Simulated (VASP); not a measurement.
AlN, 2 atoms in the cell. It takes space group F-43m (No. 216, cubic). Conventional cell: a = 4.370 Å, b = 4.370 Å, c = 4.370 Å, α = 90.00°, β = 90.00°, γ = 90.00°. Within 2.5 Å of Al (site symmetry -43m) lie 4 N at 1.89 Å. Within 2.5 Å of N (site symmetry -43m) lie 4 Al at 1.89 Å. 

```yaml
Program: VASP 6.6.1
Task: single point
Functional: r2SCAN50
Potentials_or_basis: VASP PAW PBE potentials, release 64 (Al, N)
Cutoff: 520 eV
k_mesh: 4 × 4 × 4
Occupations: gaussian, width 0.01 eV
Spin: no spin polarisation
Dipole_correction: no
Grid_for_exact_exchange_PRECFOCK: Normal
Further_INCAR_settings: ALGO = Normal; EDIFF = 1e-06; NBANDS = 11
Share_of_exact_exchange: 0.5
```

Potentials or basis: VASP PAW PBE potentials, release 64 (Al, N).

Launch:

```console
$ cat potpaw_PBE.64/Al/POTCAR potpaw_PBE.64/N/POTCAR > POTCAR
$ cp INCAR.step1 INCAR
$ mpirun -np 1 vasp_std > vasp.out
$ cp INCAR.step2 INCAR
$ mpirun -np 1 vasp_std > vasp.out
```

Hardware: 1 thread of Intel Xeon 8259CL (shared host).

Q: How long does it take, and how much memory?

A: It took 3.4 min on 1 thread of Intel Xeon 8259CL (shared host), peak memory 0.14 GiB. Counts: k points 8.
